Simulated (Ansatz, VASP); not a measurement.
One calculation of Al6H, two programs

INCAR

```
SYSTEM = Al6H
PREC = Accurate
ENCUT = 520
EDIFF = 1E-6
ISMEAR = 0
SIGMA = 0.1
LREAL = .False.
LASPH = .True.
NELM = 80
ALGO = Normal
ISIF = 2
LWAVE = .False.
LCHARG = .False.
LDIPOL = .True.
IDIPOL = 3
DIPOL = 0.5 0.5 0.302
GGA = PE
NBANDS = 32
```

The input KPOINTS:

```
regular mesh
0
Gamma
  6 6 1
  0 0 0
```

The input POSCAR:

```
Al6H
1.0
    5.7143028096      0.0000000000      0.0000000000
   -2.8571514048      4.9487313980      0.0000000000
    0.0000000000      0.0000000000     22.6016424636
Al H
12 2
Direct
    0.3333333333      0.1666666667      0.1769782885
    0.3333333333      0.6666666667      0.1769782885
    0.8333333333      0.1666666667      0.1769782885
    0.8333333333      0.6666666667      0.1769782885
    0.1666666667      0.3333333333      0.2787817904
    0.1666666667      0.8333333333      0.2787817904
    0.6666666667      0.3333333333      0.2787817904
    0.6666666667      0.8333333333      0.2787817904
    0.0000000000      0.0000000000      0.3805759903
    0.0000000000      0.5000000000      0.3805759903
    0.5000000000      0.0000000000      0.3805759903
    0.5000000000      0.5000000000      0.3805759903
    0.1161273068      0.2322546137      0.4429608370
    0.3838726932      0.7677453863      0.4429608370
```

Input for Ansatz:

```yaml
crystal:
  lattice:
    - [5.7143028096, 0.0, 0.0]
    - [-2.8571514048, 4.948731398, 0.0]
    - [0.0, 0.0, 22.6016424636]
  atoms:
    - { symbol: Al, position: [0.3333333333, 0.1666666667, 0.1769782885] }
    - { symbol: Al, position: [0.3333333333, 0.6666666667, 0.1769782885] }
    - { symbol: Al, position: [0.8333333333, 0.1666666667, 0.1769782885] }
    - { symbol: Al, position: [0.8333333333, 0.6666666667, 0.1769782885] }
    - { symbol: Al, position: [0.1666666667, 0.3333333333, 0.2787817904] }
    - { symbol: Al, position: [0.1666666667, 0.8333333333, 0.2787817904] }
    - { symbol: Al, position: [0.6666666667, 0.3333333333, 0.2787817904] }
    - { symbol: Al, position: [0.6666666667, 0.8333333333, 0.2787817904] }
    - { symbol: Al, position: [0.0, 0.0, 0.3805759903] }
    - { symbol: Al, position: [0.0, 0.5, 0.3805759903] }
    - { symbol: Al, position: [0.5, 0.0, 0.3805759903] }
    - { symbol: Al, position: [0.5, 0.5, 0.3805759903] }
    - { symbol: H, position: [0.1161273068, 0.2322546137, 0.442960837] }
    - { symbol: H, position: [0.3838726932, 0.7677453863, 0.442960837] }
basis:
  ecutwfc: 420
kpoints:
  mp_grid: { grid: [6, 6, 1] }
hamiltonian:
  xc: pbe
scf:
  occupations: { method: gaussian, width: 0.1 }
output:
  forces: true
  eigenvalues: true
efield:
  axis: 3
  dipole_correction: true
  ramp_width: 0.04
```

Alike in both runs: task single point; functional PBE; k mesh 6 × 6 × 1; occupations gaussian, width 0.1 eV; no spin polarisation.

```csv
,VASP,Ansatz
version,VASP 6.6.1,Ansatz 0.2.0
potentials or method,"VASP PAW PBE potentials, release 64 (Al, H), cutoff 520 eV","scalar-relativistic, plane waves, PAW"
valence electrons in the cell,38,38
```

```tsv
	VASP	Ansatz	Ansatz less VASP
gap on the k mesh at the Fermi level (eV)	none	none	-
rms of the force components (eV/Å)	0.227	0.227	-0.0005
```

Atom by atom the forces differ by 0.001 eV/Å (rms over components). A gap of «none» marks a metal or a gap that the smearing closes.
